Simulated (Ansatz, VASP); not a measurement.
KI: VASP beside Ansatz

File INCAR:

```
SYSTEM = KI
ALGO     = Normal         ! electronic algorithm
EDIFF    = 1E-6           ! SCF threshold, eV
ENCUT    = 520            ! plane-wave cutoff, eV
GGA      = CA             ! functional
ISIF     = 2              ! what is computed and relaxed
ISMEAR   = 0              ! smearing method
LASPH    = .TRUE.         ! aspherical terms in the spheres
LCHARG   = .FALSE.        ! write CHGCAR
LREAL    = .FALSE.        ! projectors in reciprocal space
LWAVE    = .FALSE.        ! write WAVECAR
NBANDS   = 15             ! bands
NELM     = 60             ! most SCF steps
PREC     = Accurate       ! precision mode
SIGMA    = 0.01           ! smearing width, eV
```

The input KPOINTS:

```
k-points
0
G
  6 6 6
  0 0 0
```

The input POSCAR:

```
KI
1.0
    0.0000000000      3.4114761627      3.4114761627
    3.4114761627      0.0000000000      3.4114761627
    3.4114761627      3.4114761627      0.0000000000
K I
1 1
Direct
    0.0000000000      0.0000000000      0.0000000000
    0.5000000000      0.5000000000      0.5000000000
```

Input for Ansatz:

```yaml
crystal:
  lattice:
    - [0.0, 3.41147616271, 3.41147616271]
    - [3.41147616271, 0.0, 3.41147616271]
    - [3.41147616271, 3.41147616271, 0.0]
  atoms:
    - { symbol: K, position: [0.0, 0.0, 0.0] }
    - { symbol: I, position: [0.5, 0.5, 0.5] }
kpoints:
  mp_grid: { grid: [6, 6, 6] }
scf:
  occupations: { method: fixed }
hamiltonian:
  xc: lda
  pseudopotentials: { kind: paw }
output:
  forces: true
  stress: true
  eigenvalues: true
  eigenstates:
    nscf_kmesh: { grid: [10, 10, 10] }
    de_dk: true
    e_range: [-9, 13.86292447209]
  optics:
    e_range: [0, 25]
    de: 0.2
    sigma: 0.25
    bands: { spectra_wanted_up_to: 25 }
    nscf_kmesh: { grid: [10, 10, 10] }
checkpoint:
  write: ck
  write_wavefunctions: false
```

Alike in both runs: task single point; functional LDA; k mesh 6 × 6 × 6; no spin polarisation.

|  | VASP | Ansatz |
| --- | --- | --- |
| version | VASP 6.6.1 | Ansatz 0.2.0 |
| potentials or method | VASP PAW LDA potentials, release 64 (K_sv, I) | PAW with Ansatz's default frozen-core files, scalar-relativistic |
| plane-wave cutoff (eV) | 520 | 420 |
| occupations | gaussian, width 0.01 eV | fixed |
| valence electrons in the cell | 16 | 26 |

Ansatz gave:

| Quantity | Value |
| --- | --- |
| gap on the k mesh at the Fermi level (eV) | 3.86 |
| pressure (GPa) | 0.0 |

Problem. Which values does VASP return?

Solution. gap on the k mesh at the Fermi level (eV): 3.87; pressure (GPa): 0.0.

LDA's correlation is that of Perdew and Zunger in VASP and of Perdew and Wang (1992) in Ansatz. VASP's potentials hold 16 valence electrons a cell and Ansatz's 26, so a difference there can come from the potentials and not from the codes.

Neither program's run includes spin-orbit coupling.
